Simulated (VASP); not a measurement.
# Si4PI (P-6m2) in VASP: a series of runs

The runs below take Si4PI through single point, relaxation of cell and atoms, with PBE.

Everything below comes from runs of VASP 6.6.1. Logs are shortened: lines on timing, memory, paths and dates and some standing lists are left out, and cuts for length are marked.

## 1. The cell of the first run

It takes space group P-6m2 (No. 187, hexagonal). Conventional cell: a = 6.214 Å, b = 6.214 Å, c = 3.450 Å, α = 90.00°, β = 90.00°, γ = 120.00°. Within 3.3 Å of Si (site symmetry -6m2) lie 6 Si at 2.50 Å. Si (site symmetry mm2) has 2 P at 2.47 Å and 6 Si at 2.50 to 3.14 Å within 3.3 Å. Within 3.3 Å of P (site symmetry -6m2) lie 6 Si at 2.47 Å. Within 4.5 Å of I (site symmetry -6m2) lie 2 I at 3.45 Å and 15 Si at 3.55 to 3.59 Å and 3 P at 3.59 Å.

The cell was generated, and may not be a known phase.

## 2. Single point, PBE

INCAR reads:

```
PREC     = Accurate       # precision mode
ENCUT    = 520            # plane-wave cutoff, eV
EDIFF    = 1E-6           # SCF threshold, eV
ISMEAR   = 0              # smearing method
SIGMA    = 0.1            # smearing width, eV
LREAL    = False          # projectors in reciprocal space
LASPH    = True           # aspherical terms in the spheres
NELM     = 100            # most SCF steps
ALGO     = Normal         # electronic algorithm
ISIF     = 2              # what is computed and relaxed
LWAVE    = False          # write WAVECAR
LCHARG   = False          # write CHGCAR
GGA      = PE             # functional
NBANDS   = 23             # bands
```

KPOINTS reads:

```
Automatic mesh
0
Gamma
  12 12 10
```

POSCAR reads:

```
Si4PI
1.0
    6.2142892904      0.0000000000      0.0000000000
   -3.1071446452      5.3817323920      0.0000000000
    0.0000000000      0.0000000000      3.4499875043
Si P I
4 1 1
Direct
    0.6666666667      0.3333333333      0.0000000000
    0.0035820255      0.5017910127      0.5000000000
    0.4982089873      0.5017910127      0.5000000000
    0.4982089873      0.9964179745      0.5000000000
    0.3333333333      0.6666666667      0.0000000000
    0.0000000000      0.0000000000      0.0000000000
```

Potentials or basis: VASP PAW PBE potentials, release 64 (Si, P, I).

The run is started by

```
> cat potpaw_PBE.64/Si/POTCAR potpaw_PBE.64/P/POTCAR potpaw_PBE.64/I/POTCAR > POTCAR
> mpirun -np 1 vasp_std > vasp.out
```

OUTCAR:

```text
PREC = Accurate
   ENCUT = 520
   EDIFF = 1E-6
   ISMEAR = 0
   LREAL = False
   LASPH = True
   NELM = 100
   ISIF = 2
   GGA = PE

 ion  position               nearest neighbor table
   1  0.667  0.333  0.000-   2 2.50   3 2.50   2 2.50   3 2.50   4 2.50   4 2.50
   2  0.004  0.502  0.500-   5 2.47   5 2.47   1 2.50   1 2.50   3 3.07   4 3.07   3 3.14   4 3.14

   3  0.498  0.502  0.500-   5 2.47   5 2.47   1 2.50   1 2.50   2 3.07   4 3.07   2 3.14   4 3.14

   4  0.498  0.996  0.500-   5 2.47   5 2.47   1 2.50   1 2.50   3 3.07   2 3.07   2 3.14   3 3.14

   5  0.333  0.667  0.000-   2 2.47   2 2.47   4 2.47   4 2.47   3 2.47   3 2.47
   6  0.000  0.000  0.000-

  LATTYP: Found a hexagonal cell.
 ALAT       =     6.2142892904
 C/A-ratio  =     0.5551700835

  Lattice vectors:

 A1 = (   6.2142892904,   0.0000000000,   0.0000000000)
 A2 = (  -3.1071446452,   5.3817323920,   0.0000000000)
 A3 = (   0.0000000000,   0.0000000000,   3.4499875043)

Analysis of symmetry for initial positions (statically):
=====================================================================
 Subroutine PRICEL returns:
 Original cell was already a primitive cell.

 Routine SETGRP: Setting up the symmetry group for a
 hexagonal supercell.

 Subroutine GETGRP returns: Found 12 space group operations
 (whereof 12 operations were pure point group operations)
 out of a pool of 24 trial point group operations.

The static configuration has the point symmetry D_3h.

Analysis of symmetry for dynamics (positions and initial velocities):
=====================================================================
 Subroutine PRICEL returns:
 Original cell was already a primitive cell.

 Routine SETGRP: Setting up the symmetry group for a
 hexagonal supercell.

 Subroutine GETGRP returns: Found 12 space group operations
 (whereof 12 operations were pure point group operations)
 out of a pool of 24 trial point group operations.

The dynamic configuration has the point symmetry D_3h.

 Subroutine INISYM returns: Found 12 space group operations
 (whereof 12 operations are pure point group operations),
 and found     1 'primitive' translations

----------------------------------------------------------------------------------------

                                     Primitive cell

  volume of cell :     115.3801

  direct lattice vectors                    reciprocal lattice vectors
     6.214289290  0.000000000  0.000000000     0.160919448  0.092906886  0.000000000
    -3.107144645  5.381732392  0.000000000     0.000000000  0.185813773  0.000000000
     0.000000000  0.000000000  3.449987504     0.000000000  0.000000000  0.289856122

  length of vectors
     6.214289290  6.214289290  3.449987504     0.185813773  0.185813773  0.289856122

  position of ions in fractional coordinates (direct lattice)
     0.666666667  0.333333333  0.000000000
     0.003582026  0.501791013  0.500000000
     0.498208987  0.501791013  0.500000000
     0.498208987  0.996417974  0.500000000
     0.333333333  0.666666667  0.000000000
     0.000000000  0.000000000  0.000000000

  ion indices of the primitive-cell ions
   primitive index   ion index
                 1           1
                 2           2
                 3           3
                 4           4
                 5           5
                 6           6

----------------------------------------------------------------------------------------

 KPOINTS: Automatic mesh

Automatic generation of k-mesh.
 Grid dimensions read from file:
 generate k-points for:   12   12   10

 Generating k-lattice:

  Cartesian coordinates                     Fractional coordinates (reciprocal lattice)
     0.013409954  0.007742241  0.000000000     0.083333333 -0.000000000  0.000000000
     0.000000000  0.015484481  0.000000000     0.000000000  0.083333333  0.000000000
     0.000000000  0.000000000  0.028985612     0.000000000  0.000000000  0.100000000

  Length of vectors
     0.015484481  0.015484481  0.028985612

  Shift w.r.t. Gamma in fractional coordinates (k-lattice)
     0.000000000  0.000000000  0.000000000

 Subroutine IBZKPT returns following result:
 ===========================================

 Found    114 irreducible k-points:

 Following reciprocal coordinates:
            Coordinates               Weight
  0.000000  0.000000  0.000000      1.000000
  0.083333 -0.000000  0.000000      6.000000
  0.166667 -0.000000  0.000000      6.000000
  0.250000 -0.000000  0.000000      6.000000
  0.333333 -0.000000  0.000000      6.000000
  0.416667 -0.000000  0.000000      6.000000
[... 16 lines left out ...]
  0.250000 -0.000000  0.100000     12.000000
  0.333333 -0.000000  0.100000     12.000000
 [... further k-points ...]
   k-points           NKPTS =    114   k-points in BZ     NKDIM =    114   number of bands    NBANDS=     23
   number of dos      NEDOS =    301   number of ions     NIONS =      6
   total plane-waves  NPLWV =  64512
   dimension x,y,z NGX =    48 NGY =   48 NGZ =   28
   dimension x,y,z NGXF=    96 NGYF=   96 NGZF=   56
   ions per type =               4   1   1
   NGX,Y,Z   is equivalent  to a cutoff of  12.84, 12.84, 13.49 a.u.
   NGXF,Y,Z  is equivalent  to a cutoff of  25.68, 25.68, 26.98 a.u.
 SYSTEM =  unknown system
   PREC   = accura    normal or accurate (medium, high low for compatibility)
   ISTART =      0    job   : 0-new  1-cont  2-samecut
   ICHARG =      2    charge: 1-file 2-atom 10-const
   ISPIN  =      1    spin polarized calculation?
   LNONCOLLINEAR =      F non collinear calculations
   LSORBIT =      F    spin-orbit coupling
   LASPH  =      T    aspherical Exc in radial PAW
   ENCUT  =  520.0 eV  38.22 Ry    6.18 a.u.  11.55 11.55  6.41*2*pi/ulx,y,z
   NELM   =    100;   NELMIN=  2; NELMDL= -5     # of ELM steps
   EDIFF  = 0.1E-05   stopping-criterion for ELM
   LREAL  =      F    real-space projection
   EDIFFG = 0.1E-04   stopping-criterion for IOM
   NSW    =      0    number of steps for IOM
   IBRION =     -1    ionic relax: 0-MD 1-quasi-New 2-CG
   NFREE  =      0    steps in history (QN), initial steepest desc. (CG)
   ISIF   =      2    stress and relaxation
   ISYM   =      2    0-nonsym 1-usesym 2-fastsym
   POTIM  = 0.5000    time-step for ionic-motion
   TEBEG  =    0.0;   TEEND  =   0.0 temperature during run
   PSTRESS=    0.0 pullay stress
   NELECT =      28.0000    total number of electrons
   NUPDOWN=      -1.0000    fix difference up-down
   EMIN   =  10.00;   EMAX   =-10.00  energy-range for DOS
   EFERMI =   0.00;   METHOD = LEGACY
   ISMEAR =     0;   SIGMA  =   0.10  broadening in eV -4-tet -1-fermi 0-gaus
   EFERMI_NEDOS =   21; number of points for ismear=-14 and -15
   IALGO  =     38    algorithm
   IMIX   =      4    mixing-type and parameters
     AMIX     =   0.40;   BMIX     =  1.00
     AMIX_MAG =   1.60;   BMIX_MAG =  1.00
  volume/ion in A,a.u.               =      19.23       129.77
  Fermi-wavevector in a.u.,A,eV,Ry     =   1.021137  1.929668 14.187064  1.042720
  Thomas-Fermi vector in A             =   2.154745
   LORBIT       =      0    0 simple, 1 ext, 2 COOP (PROOUT), +10 PAW based schemes
   GGA     = PE    functional components
   LHFCALC =     F    Hartree Fock is set to
   AEXX    =    0.0000 exact exchange contribution
   IVDW    =     0    specifies the selected vdW correction
   LEPSILON=     F    determine dielectric tensor
   LRPA    =     F    only Hartree local field effects (RPA)
 non-spin polarized calculation
 Gauss-broadening in eV      SIGMA  =   0.10
  energy-cutoff  :      520.00
  volume of cell :      115.38
 maximum number of plane-waves:      3133
 NGX is ok and might be reduce to    48
   NGX = 23   NGY = 23   NGZ = 13

 number of electron      27.9999998 magnetization

 Free energy of the ion-electron system (eV)
  ---------------------------------------------------
  ext. energy  EPLUGINS =         0.00000000
  ---------------------------------------------------
  free energy    TOTEN  =       -25.60728847 eV

  energy without entropy =      -25.59480935  energy(sigma->0) =      -25.60104891

 E-fermi :   7.7666     XC(G=0): -10.2679

 val. band max:        7.7540342309   @ k =   0.3333   0.3333   0.0000
 cond. band min:       7.7761251104   @ k =   0.3333   0.3333   0.3000
 fundamental gap:      0.0220908795
 Fermi energy:         7.7665950580

 k-point     1 :       0.0000    0.0000    0.0000
  band No.  band energies     occupation
      1      -6.6203      2.00000
      2      -4.8961      2.00000
      3      -2.6517      2.00000
      4      -0.8333      2.00000
      5      -0.8333      2.00000
      6       1.8720      2.00000
[... 15 lines left out ...]
     22      11.3102      0.00000
     23      12.4580      0.00000

 k-point     2 :       0.0833   -0.0000    0.0000
  band No.  band energies     occupation
      1      -6.5947      2.00000
      2      -4.9226      2.00000
      3      -2.7631      2.00000
      4      -0.8619      2.00000
      5      -0.7132      2.00000
      6       1.9588      2.00000
[... 15 lines left out ...]
     22      11.4522      0.00000
     23      12.5753      0.00000

 k-point     3 :       0.1667   -0.0000    0.0000
  band No.  band energies     occupation
      1      -6.5192      2.00000
      2      -4.9999      2.00000
      3      -3.0216      2.00000
      4      -0.9343      2.00000
      5      -0.4112      2.00000
      6       2.2050      2.00000
[... 15 lines left out ...]
     22      11.7068      0.00000
     23      12.9152      0.00000

 k-point     4 :       0.2500   -0.0000    0.0000
  band No.  band energies     occupation
      1      -6.3978      2.00000
      2      -5.1233      2.00000
      3      -3.3105      2.00000
      4      -1.0229      2.00000
      5      -0.0059      2.00000
      6       2.5794      2.00000
[... 15 lines left out ...]
     22      11.9510      0.00000
     23      13.4791      0.00000

 k-point     5 :       0.3333   -0.0000    0.0000
  band No.  band energies     occupation
      1      -6.2394      2.00000
      2      -5.2844      2.00000
      3      -3.5544      2.00000
      4      -1.1023      2.00000
      5       0.4561      2.00000
      6       3.0495      2.00000
[... 15 lines left out ...]
     22      12.0413      0.00000
     23      13.9828      0.00000

 k-point     6 :       0.4167   -0.0000    0.0000
  band No.  band energies     occupation
      1      -6.0667      2.00000
      2      -5.4606      2.00000
      3      -3.7123      2.00000
      4      -1.1558      2.00000
      5       0.9088      2.00000
      6       2.8907      2.00000
[... 15 lines left out ...]
     22      12.0396      0.00000
     23      13.5118      0.00000

 k-point     7 :       0.5000   -0.0000    0.0000
  band No.  band energies     occupation
      1      -5.9661      2.00000
      2      -5.5630      2.00000
      3      -3.7664      2.00000
      4      -1.1745      2.00000
      5       1.1431      2.00000
      6       2.6386      2.00000
[... 353 lines left out ...]
     22      11.8331      0.00000
     23      13.0862      0.00000

 k-point    21 :       0.0833   -0.0000    0.1000
  band No.  band energies     occupation
      1      -6.4894      2.00000
      2      -4.8406      2.00000
      3      -2.6544      2.00000
      4      -0.7448      2.00000
      5      -0.5981      2.00000
      6       2.0715      2.00000
[... 15 lines left out ...]
     22      12.1686      0.00000
     23      13.0320      0.00000

 k-point    22 :       0.1667   -0.0000    0.1000
  band No.  band energies     occupation
      1      -6.4145      2.00000
      2      -4.9165      2.00000
      3      -2.9105      2.00000
      4      -0.8171      2.00000
      5      -0.3003      2.00000
      6       2.3167      2.00000
[... 15 lines left out ...]
     22      12.4245      0.00000
     23      12.9675      0.00000

 k-point    23 :       0.2500   -0.0000    0.1000
  band No.  band energies     occupation
      1      -6.2941      2.00000
      2      -5.0374      2.00000
      3      -3.1976      2.00000
      4      -0.9055      2.00000
      5       0.0992      2.00000
      6       2.6895      2.00000
[... 15 lines left out ...]
     22      12.4582      0.00000
     23      13.1867      0.00000

 k-point    24 :       0.3333   -0.0000    0.1000
  band No.  band energies     occupation
      1      -6.1374      2.00000
      2      -5.1952      2.00000
      3      -3.4407      2.00000
      4      -0.9847      2.00000
      5       0.5527      2.00000
      6       3.0746      2.00000
[... 15 lines left out ...]
     22      12.4550      0.00000
     23      13.2769      0.00000

 [... further k-points ...]

------------------------ aborting loop because EDIFF is reached ----------------------------------------

  FORCE on cell =-STRESS in cart. coord.  units (eV):
  Direction    XX          YY          ZZ          XY          YZ          ZX
  --------------------------------------------------------------------------------------
  -------------------------------------------------------------------------------------
  Total       -0.0276828     -0.0276828     -0.0498257      0.0000000     -0.0000000      0.0000000
  in kB       -0.3844060     -0.3844060     -0.6918827      0.0000000     -0.0000000      0.0000000
  external PRESSURE =      -0.4868982 kB  Pullay stress =       0.0000000 kB

 VOLUME and BASIS-vectors are now :
 -----------------------------------------------------------------------------
  energy-cutoff  :      520.00
  volume of cell :      115.38
      direct lattice vectors                 reciprocal lattice vectors
     6.214289290  0.000000000  0.000000000     0.160919448  0.092906886  0.000000000
    -3.107144645  5.381732392  0.000000000     0.000000000  0.185813773  0.000000000
     0.000000000  0.000000000  3.449987504     0.000000000  0.000000000  0.289856122

 POSITION                                       TOTAL-FORCE (eV/Angst)
 -----------------------------------------------------------------------------------
      3.10714      1.79391      0.00000        -0.000000      0.000000      0.000000
     -1.53688      2.70050      1.72499         0.003389      0.001957      0.000000
      1.53688      2.70050      1.72499        -0.003389      0.001957      0.000000
      0.00000      5.36245      1.72499         0.000000     -0.003913     -0.000000
     -0.00000      3.58782      0.00000        -0.000000      0.000000      0.000000
      0.00000      0.00000      0.00000        -0.000000     -0.000000      0.000000
 -----------------------------------------------------------------------------------
    total drift:                               -0.000000      0.000000     -0.000000

  FREE ENERGIE OF THE ION-ELECTRON SYSTEM (eV)
  ---------------------------------------------------
  free  energy   TOTEN  =       -25.6072884706 eV

  energy  without entropy=      -25.5948093520  energy(sigma->0) =      -25.60104891
```

Run time: 4.2 min. Hardware: 1 thread of Intel Xeon Platinum 8259CL at 2.50GHz (Skylake/Cascade Lake), shared host; peak memory 0.43 GiB.

What came out:

| Property | Result |
| --- | --- |
| Free energy | -25.6073 eV |
| Pressure | 0.0 GPa |
| Largest force | 0.004 eV/Å |
| Band gap on the k mesh | zero (bands 14 and 15 overlap by 3.06 eV) |

Forces on the atoms (eV/Å):
```
Si   0.000  0.000  0.000
Si   0.003  0.002  0.000
Si  -0.003  0.002  0.000
Si   0.000 -0.004  0.000
P    0.000  0.000  0.000
I    0.000  0.000  0.000
```

Levels at points of the mesh, in eV from the Fermi level:
| k point | band 12 | band 13 | band 14 | band 15 | band 16 | band 17 |
| --- | --- | --- | --- | --- | --- | --- |
| (0.00, 0.00, 0.00) | -0.43 | 0.30 | 1.77 | 1.77 | 2.26 | 2.47 |
| (0.50, 0.00, 0.00) | -1.26 | -0.38 | -0.14 | 1.18 | 1.29 | 1.66 |
| (0.00, 0.00, 0.50) | -3.60 | -2.41 | -2.41 | 0.51 | 0.51 | 3.32 |
| (0.50, 0.00, 0.50) | -2.01 | -1.81 | -1.05 | -0.60 | -0.44 | 0.23 |

Caveat: spin-orbit coupling is left out, which moves the levels of the heavy elements.

## 3. Relaxation of cell and atoms, PBE

This run uses another cell than the first one, of 18.79 Å³/atom.

INCAR reads:

```
PREC = Accurate ; ENCUT = 600
EDIFF = 1E-6 ; ISMEAR = 0
SIGMA = 0.1 ; LREAL = F
LASPH = T ; NELM = 60
ALGO = Normal ; ISIF = 3
LWAVE = F ; LCHARG = F
GGA = PE ; IBRION = 2
NSW = 100 ; EDIFFG = -0.01
```

KPOINTS is that of step 2.

POSCAR reads:

```
Si4PI
1.0
    5.5517321403      0.0000000000      0.0000000000
   -2.7758660701      4.8079410685      0.0000000000
    0.0000000000      0.0000000000      4.2236750249
Si P I
4 1 1
Direct
    0.6666666667      0.3333333333      0.0000000000
    0.0276923957      0.5138461978      0.5000000000
    0.4861538022      0.5138461978      0.5000000000
    0.4861538022      0.9723076043      0.5000000000
    0.3333333333      0.6666666667      0.0000000000
    0.0000000000      0.0000000000      0.0000000000
```

Potentials or basis: VASP PAW PBE potentials, release 64 (Si, P, I).

The run is started by

```
> cat potpaw_PBE.64/Si/POTCAR potpaw_PBE.64/P/POTCAR potpaw_PBE.64/I/POTCAR > POTCAR
> mpirun -np 1 vasp_std > vasp.out
```

Wall time 50 min (1 thread of Intel Xeon Platinum 8259CL at 2.50GHz (Skylake/Cascade Lake), shared host); peak memory 0.49 GiB.

Results (log left out):

| Item | Value |
| --- | --- |
| Free energy | -25.6066 eV |
| Relaxed volume | 19.23 Å³/atom |
| Relaxed cell | a = 6.216 Å, b = 6.216 Å, c = 3.448 Å, α = 90.00°, β = 90.00°, γ = 120.00° |
| Space group after relaxing (to 0.1 Å) | P-6m2 (No. 187) |
| Energy gained by relaxing | 142.7 meV/atom |
| Ionic steps | 17 |
| Pressure after relaxing | 0.0 GPa |
| Band gap on the k mesh | zero (bands 14 and 15 overlap by 3.07 eV) |

Stress tensor (GPa, compression positive):
```
-0.05  0.00  0.00
 0.00 -0.05  0.00
 0.00  0.00  0.05
```

The path:
```csv
step,energy change (eV),largest force (eV/Å),pressure (GPa),volume (Å³)
1,0.0000,0.4595,-0.20,112.74
2,-0.1772,0.2796,-0.57,112.31
3,-0.3327,0.2153,-0.02,111.51
4,-0.3866,0.2517,0.35,111.04
5,-0.6081,0.2379,1.27,109.95
6,-0.7006,0.3624,5.48,107.07
7,-0.7558,0.4104,4.03,109.78
8,-0.7612,0.4129,3.50,110.75
9,-0.8114,0.3426,2.01,112.58
10,-0.8439,0.2144,-0.32,115.83
11,-0.8440,0.2204,-0.21,115.67
12,-0.8476,0.1860,-0.18,115.60
13,-0.8547,0.0837,-0.06,115.41
14,-0.8514,0.1238,0.28,115.02
15,-0.8562,0.0106,0.04,115.27
16,-0.8562,0.0061,0.05,115.27
17,-0.8564,0.0011,-0.02,115.35
```

Final structure:
```
CELL_PARAMETERS angstrom
6.21566 0.00000 0.00000
-3.10783 5.38292 0.00000
0.00000 0.00000 3.44764
ATOMIC_POSITIONS crystal
Si 0.66667 0.33333 0.00000
Si 0.00372 0.50186 0.50000
Si 0.49814 0.50186 0.50000
Si 0.49814 0.99628 0.50000
P 0.33333 0.66667 0.00000
I 0.00000 0.00000 0.00000
```

Levels at points of the mesh, in eV from the Fermi level:
```
           k point  band 10  band 11  band 12  band 13  band 14  band 15  band 16  band 17  band 18
(0.00, 0.00, 0.00)    -1.31    -1.31    -0.43     0.31     1.78     1.78     2.26     2.47     2.47
(0.50, 0.00, 0.00)    -2.64    -1.41    -1.25    -0.38    -0.13     1.20     1.28     1.67     1.67
(0.00, 0.00, 0.50)    -4.48    -3.60    -3.60    -2.41    -2.41     0.51     0.51     3.32     3.35
(0.50, 0.00, 0.50)    -3.02    -2.70    -2.02    -1.81    -1.06    -0.60    -0.44     0.23     0.92
```

Caveat: a cell axis changed by over 15 % at a fixed basis, so the end point is rough; spin-orbit coupling is left out, which moves the levels of the heavy elements.

The gap in the log of VASP goes by the Fermi energy; the results here count the filled bands.